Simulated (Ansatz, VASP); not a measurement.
## Si in VASP and in Ansatz

```
CELL_PARAMETERS angstrom
0.00000 2.71850 2.71850
2.71850 0.00000 2.71850
2.71850 2.71850 0.00000
ATOMIC_POSITIONS crystal
Si 0.50000 0.50000 0.50000
Si 0.75000 0.75000 0.75000
```

Alike in both runs: task single point; functional LDA; k mesh 6 × 6 × 6; occupations gaussian, width 0.1 eV; no spin polarisation.

|  | VASP | Ansatz |
| --- | --- | --- |
| version | VASP 6.6.1 | Ansatz 0.2.0 |
| potentials or method | VASP PAW LDA potentials, release 64 (Si), cutoff 520 eV | scalar-relativistic, plane waves, PAW |
| valence electrons in the cell | 8 | 8 |

Ansatz gave:

```
gap on the k mesh at the Fermi level (eV) : 0.61
least direct gap on the mesh (eV)         : 2.52
pressure (GPa)                            : -1.7
```

Q: Which values does VASP return?

A: gap on the k mesh at the Fermi level (eV): 0.60; least direct gap on the mesh (eV): 2.52; pressure (GPa): -1.7.

Ansatz warns that its potentials were made for another functional, while VASP's fit it. LDA's correlation is that of Perdew and Zunger in VASP and of Perdew and Wang (1992) in Ansatz.
